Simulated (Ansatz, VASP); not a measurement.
## Ag: VASP beside Ansatz

Contents of INCAR:

```
PREC = Accurate
ENCUT = 520
EDIFF = 1E-6
ISMEAR = -1
SIGMA = 0.1
LREAL = False
LASPH = True
NELM = 100
ALGO = Normal
ISIF = 2
LWAVE = False
LCHARG = True
GGA = RP
LELF = True
LVHAR = True
NBANDS = 12
```

File KPOINTS:

```
regular mesh
0
Gamma
  13 13 13
```

POSCAR

```
Ag
1.0
    2.7235416171      0.0000000000      0.0000000000
    0.0000000000      2.7235416171      0.0000000000
    0.0000000000      0.0000000000      2.7235416171
Ag
1
Direct
    0.0000000000      0.0000000000      0.0000000000
```

Input for Ansatz:

```yaml
crystal:
  lattice:
    - [2.7235416171, 0.0, 0.0]
    - [0.0, 2.7235416171, 0.0]
    - [0.0, 0.0, 2.7235416171]
  atoms:
    - { symbol: Ag, position: [0.0, 0.0, 0.0] }
hamiltonian:
  xc: rpbe
  pseudopotentials:
    kind: paw
    azcp:
      Ag: "pseudopotentials/Ag.paw.azcp"
basis:
  ecutwfc: 420
  fft_grid_basis: typed
kpoints:
  mp_grid: { grid: [13, 13, 13], shift: [0, 0, 0] }
magnetization:
  spin_polarized: false
scf:
  occupations: { method: fermi_dirac, width: 0.1 }
  lower_state_search: "off"
output:
  stress: true
```

Alike in both runs: task single point; functional RPBE; k mesh 13 × 13 × 13; occupations fermi-dirac, width 0.1 eV; no spin polarisation.

```csv
,VASP,Ansatz
version,VASP 6.6.1,Ansatz 0.2.0
potentials or method,"VASP PAW PBE potentials, release 64 (Ag), cutoff 520 eV","plane waves (420 eV) with PAW, scalar-relativistic"
valence electrons in the cell,11,19
```

```csv
,VASP,Ansatz,Ansatz less VASP
pressure (GPa),5.4,5.5,+0.10
```

VASP's potentials were made for PBE, not for RPBE. The functional is the same, so the differences come from potentials, cutoffs and numerics. VASP's potentials hold 11 valence electrons a cell and Ansatz's 19, so a difference there can come from the potentials and not from the codes.
